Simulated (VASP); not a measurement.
# FeB3 (I4/mmm) in VASP: a series of runs, part 2 of 2

VASP 6.6.1.

## 3. Relaxation of cell and atoms, PBE

Contents of INCAR:

```
SYSTEM = FeB3
PREC = Accurate ; ENCUT = 600
EDIFF = 1E-6 ; ISMEAR = 0
SIGMA = 0.1 ; LREAL = .FALSE.
LASPH = .TRUE. ; NELM = 80
ALGO = Normal ; ISIF = 3
LWAVE = .FALSE. ; LCHARG = .FALSE.
GGA = PE ; IBRION = 2
NSW = 100 ; EDIFFG = -0.01
```

Contents of KPOINTS:

```
regular mesh
0
G
  22 22 22
  0 0 0
```

Contents of POSCAR:

```
FeB3
1.0
   -1.4611887029      1.4611887029      3.1646167413
    1.4611887029     -1.4611887029      3.1646167413
    1.4611887029      1.4611887029     -3.1646167413
Fe B
1 3
Direct
    0.0000000000      0.0000000000      0.0000000000
    0.5000000000      0.5000000000      0.0000000000
    0.2500000000      0.7500000000      0.5000000000
    0.7500000000      0.2500000000      0.5000000000
```

Potentials or basis: VASP PAW PBE potentials, release 64 (Fe, B).

The run is started by

```console
> cat potpaw_PBE.64/Fe/POTCAR potpaw_PBE.64/B/POTCAR > POTCAR
> mpirun -np 1 vasp_std > vasp.out
```

OUTCAR:

```text
SYSTEM = FeB3
   PREC = Accurate
   ENCUT = 600
   EDIFF = 1E-6
   ISMEAR = 0
   LREAL = .FALSE.
   LASPH = .TRUE.
   NELM = 80
   ISIF = 3
   GGA = PE
   IBRION = 2
   NSW = 100
   EDIFFG = -0.01

 ion  position               nearest neighbor table
   1  0.000  0.000  0.000-   2 2.07   2 2.07   2 2.07   2 2.07   4 2.15   3 2.15   4 2.15   3 2.15
                             4 2.15   4 2.15   3 2.15   3 2.15
   2  0.500  0.500  0.000-   1 2.07   1 2.07   1 2.07   1 2.07   4 2.15   3 2.15   4 2.15   4 2.15
                             3 2.15   3 2.15   4 2.15   3 2.15
   3  0.250  0.750  0.500-   4 2.07   4 2.07   4 2.07   4 2.07   2 2.15   1 2.15   2 2.15   2 2.15
                             1 2.15   1 2.15   2 2.15   1 2.15
   4  0.750  0.250  0.500-   3 2.07   3 2.07   3 2.07   3 2.07   2 2.15   1 2.15   2 2.15   1 2.15
                             2 2.15   2 2.15   1 2.15   1 2.15

  LATTYP: Found a body centered tetragonal cell.
 ALAT       =     2.9223774058
 C/A-ratio  =     2.1657823764

  Lattice vectors:

 A1 = (  -1.4611887029,   1.4611887029,   3.1646167413)
 A2 = (   1.4611887029,  -1.4611887029,   3.1646167413)
 A3 = (   1.4611887029,   1.4611887029,  -3.1646167413)

Analysis of symmetry for initial positions (statically):
=====================================================================
 Subroutine PRICEL returns:
 Original cell was already a primitive cell.

 Routine SETGRP: Setting up the symmetry group for a
 body centered tetragonal supercell.

 Subroutine GETGRP returns: Found 16 space group operations
 (whereof 16 operations were pure point group operations)
 out of a pool of 16 trial point group operations.

The static configuration has the point symmetry D_4h.

Analysis of symmetry for dynamics (positions and initial velocities):
=====================================================================
 Subroutine PRICEL returns:
 Original cell was already a primitive cell.

 Routine SETGRP: Setting up the symmetry group for a
 body centered tetragonal supercell.

 Subroutine GETGRP returns: Found 16 space group operations
 (whereof 16 operations were pure point group operations)
 out of a pool of 16 trial point group operations.

The dynamic configuration has the point symmetry D_4h.

 Subroutine INISYM returns: Found 16 space group operations
 (whereof 16 operations are pure point group operations),
 and found     1 'primitive' translations

----------------------------------------------------------------------------------------

                                     Primitive cell

  volume of cell :      27.0267

  direct lattice vectors                    reciprocal lattice vectors
    -1.461188703  1.461188703  3.164616741     0.000000000  0.342187151  0.157997015
     1.461188703 -1.461188703  3.164616741     0.342187151  0.000000000  0.157997015
     1.461188703  1.461188703 -3.164616741     0.342187151  0.342187151  0.000000000

  length of vectors
     3.779542826  3.779542826  3.779542826     0.376901981  0.376901981  0.483925710

  position of ions in fractional coordinates (direct lattice)
     0.000000000  0.000000000  0.000000000
     0.500000000  0.500000000  0.000000000
     0.250000000  0.750000000  0.500000000
     0.750000000  0.250000000  0.500000000

[... 70 lines left out ...]
   ISTART =      0    job   : 0-new  1-cont  2-samecut
   ICHARG =      2    charge: 1-file 2-atom 10-const
   ISPIN  =      1    spin polarized calculation?
   LNONCOLLINEAR =      F non collinear calculations
   LSORBIT =      F    spin-orbit coupling
   LASPH  =      T    aspherical Exc in radial PAW
   ENCUT  =  600.0 eV  44.10 Ry    6.64 a.u.   7.55  7.55  7.55*2*pi/ulx,y,z
   NELM   =     80;   NELMIN=  2; NELMDL= -5     # of ELM steps
   EDIFF  = 0.1E-05   stopping-criterion for ELM
   LREAL  =      F    real-space projection
   EDIFFG = -.1E-01   stopping-criterion for IOM
   NSW    =    100    number of steps for IOM
   IBRION =      2    ionic relax: 0-MD 1-quasi-New 2-CG
   NFREE  =      1    steps in history (QN), initial steepest desc. (CG)
   ISIF   =      3    stress and relaxation
   ISYM   =      2    0-nonsym 1-usesym 2-fastsym
   POTIM  = 0.5000    time-step for ionic-motion
   TEBEG  =    0.0;   TEEND  =   0.0 temperature during run
   PSTRESS=    0.0 pullay stress
   NELECT =      17.0000    total number of electrons
   NUPDOWN=      -1.0000    fix difference up-down
   EMIN   =  10.00;   EMAX   =-10.00  energy-range for DOS
   EFERMI =   0.00;   METHOD = LEGACY
   ISMEAR =     0;   SIGMA  =   0.10  broadening in eV -4-tet -1-fermi 0-gaus
   EFERMI_NEDOS =   21; number of points for ismear=-14 and -15
   IALGO  =     38    algorithm
   IMIX   =      4    mixing-type and parameters
     AMIX     =   0.40;   BMIX     =  1.00
     AMIX_MAG =   1.60;   BMIX_MAG =  1.00
  volume/ion in A,a.u.               =       6.76        45.60
  Fermi-wavevector in a.u.,A,eV,Ry     =   1.402684  2.650689 26.769774  1.967523
  Thomas-Fermi vector in A             =   2.525421
   LORBIT       =      0    0 simple, 1 ext, 2 COOP (PROOUT), +10 PAW based schemes
   GGA     = PE    functional components
   LHFCALC =     F    Hartree Fock is set to
   AEXX    =    0.0000 exact exchange contribution
   IVDW    =     0    specifies the selected vdW correction
   LEPSILON=     F    determine dielectric tensor
   LRPA    =     F    only Hartree local field effects (RPA)
 conjugate gradient relaxation of ions
 non-spin polarized calculation
 Gauss-broadening in eV      SIGMA  =   0.10
  energy-cutoff  :      600.00
  volume of cell :       27.03
 maximum number of plane-waves:       918
   NGX = 15   NGY = 15   NGZ = 15

--------------------------------------- Ionic step        1  -------------------------------------------

 number of electron      17.0000000 magnetization

 Free energy of the ion-electron system (eV)
  ---------------------------------------------------
  ext. energy  EPLUGINS =         0.00000000
  ---------------------------------------------------
  free energy    TOTEN  =       -27.02385022 eV

  energy without entropy =      -27.01626325  energy(sigma->0) =      -27.02005673

------------------------ aborting loop because EDIFF is reached ----------------------------------------

  FORCE on cell =-STRESS in cart. coord.  units (eV):
  Direction    XX          YY          ZZ          XY          YZ          ZX
  --------------------------------------------------------------------------------------
  -------------------------------------------------------------------------------------
  Total        0.0986099      0.0986099      0.0801572      0.0000000     -0.0000000      0.0000000
  in kB        5.8457137      5.8457137      4.7518115      0.0000000     -0.0000000      0.0000000
  external PRESSURE =       5.4810797 kB  Pullay stress =       0.0000000 kB
[... 63 lines left out ...]
--------------------------------------- Ionic step        3  -------------------------------------------

 number of electron      17.0000000 magnetization

 Free energy of the ion-electron system (eV)
  ---------------------------------------------------
  ext. energy  EPLUGINS =         0.00000000
  ---------------------------------------------------
  free energy    TOTEN  =       -27.02392755 eV

  energy without entropy =      -27.01633468  energy(sigma->0) =      -27.02013112

 E-fermi :   9.6468     XC(G=0): -13.4386

 val. band max:        9.6440825003   @ k =  -0.4091   0.4091   0.1364
 cond. band min:       9.6469438985   @ k =  -0.3636   0.1364   0.0909
 fundamental gap:      0.0028613981
 Fermi energy:         9.6467742805

 k-point     1 :       0.0000    0.0000    0.0000
  band No.  band energies     occupation
      1      -6.8724      2.00000
      2       3.5367      2.00000
      3       4.3238      2.00000
      4       4.6585      2.00000
      5       4.6585      2.00000
      6       4.8825      2.00000
      7       8.1671      2.00000
      8      10.0810      0.00000
      9      10.0810      0.00000
     10      11.9261      0.00000
     11      11.9261      0.00000
     12      12.9139      0.00000
[... 331 lines left out ...]
 k-point    24 :      -0.4545    0.0455    0.0000
  band No.  band energies     occupation
      1      -3.3822      2.00000
      2      -1.7626      2.00000
      3       1.8986      2.00000
      4       4.4194      2.00000
      5       4.8588      2.00000
      6       6.4786      2.00000
      7       7.0787      2.00000
      8       9.0247      2.00000
      9      10.3623      0.00000
     10      11.1648      0.00000
     11      12.9020      0.00000
     12      14.5102      0.00000

 [... further k-points ...]

------------------------ aborting loop because EDIFF is reached ----------------------------------------

  FORCE on cell =-STRESS in cart. coord.  units (eV):
  Direction    XX          YY          ZZ          XY          YZ          ZX
  --------------------------------------------------------------------------------------
  -------------------------------------------------------------------------------------
  Total        0.0058085      0.0058085      0.0006046      0.0000000     -0.0000000      0.0000000
  in kB        0.3437578      0.3437578      0.0357818      0.0000000     -0.0000000      0.0000000
  external PRESSURE =       0.2410991 kB  Pullay stress =       0.0000000 kB
[... 19 lines left out ...]
  FREE ENERGIE OF THE ION-ELECTRON SYSTEM (eV)
  ---------------------------------------------------
  free  energy   TOTEN  =       -27.0239275529 eV

  energy  without entropy=      -27.0163346807  energy(sigma->0) =      -27.02013112

 reached required accuracy - stopping structural energy minimisation
```

OSZICAR:

```text
N       E                     dE             d eps       ncg     rms          rms(c)
DAV:   1     0.854409241343E+02    0.85441E+02   -0.87235E+03 20264   0.169E+03
DAV:   2    -0.219638748085E+02   -0.10740E+03   -0.99732E+02 20256   0.308E+02
DAV:   3    -0.300612212525E+02   -0.80973E+01   -0.75642E+01 28576   0.864E+01
[... 20 lines left out ...]
DAV:   1    -0.270242585033E+02   -0.40785E-03   -0.51726E-03 22144   0.160E+00    0.201E-01
DAV:   2    -0.270249582367E+02   -0.69973E-03   -0.77599E-03 31536   0.208E+00    0.275E-01
DAV:   3    -0.270239369160E+02    0.10213E-02   -0.39037E-03 31740   0.144E+00    0.435E-02
DAV:   4    -0.270239276828E+02    0.92332E-05   -0.50033E-05 25556   0.114E-01    0.440E-03
DAV:   5    -0.270239275529E+02    0.12992E-06   -0.92108E-07 16952   0.127E-02
   3 F= -.27023928E+02 E0= -.27020131E+02  d E =-.773347E-04
```

Wall time 6 min (1 thread of Intel Xeon 6975P-C (Granite Rapids), shared host); peak memory 0.49 GiB.

Results:

```
Free energy                           : -27.0239 eV
Relaxed volume                        : 6.77 Å³/atom
Relaxed cell                          : a = 3.782 Å, b = 3.782 Å, c = 3.782 Å, α = 134.51°, β = 134.51°, γ = 66.29°
Space group after relaxing (to 0.1 Å) : I4/mmm (No. 139)
Energy gained by relaxing             : 0.0 meV/atom
Ionic steps                           : 3
Pressure after relaxing               : 0.0 GPa
Band gap on the k mesh                : zero (an odd number of electrons rules out a gap without spin polarisation)
```

Final structure:
```
Fe B
1.0
    -1.46206    1.46206    3.16616
     1.46206   -1.46206    3.16616
     1.46206    1.46206   -3.16616
Fe B
1 3
Cartesian
  0.0000 0.0000 0.0000
  0.0000 0.0000 3.1662
  1.4621 0.0000 1.5831
  0.0000 1.4621 1.5831
```

Caveat: the run has no spin polarisation, though such a crystal can be magnetic. Spin polarisation is off, so any magnetic state and its effect on volume and gap are missing.
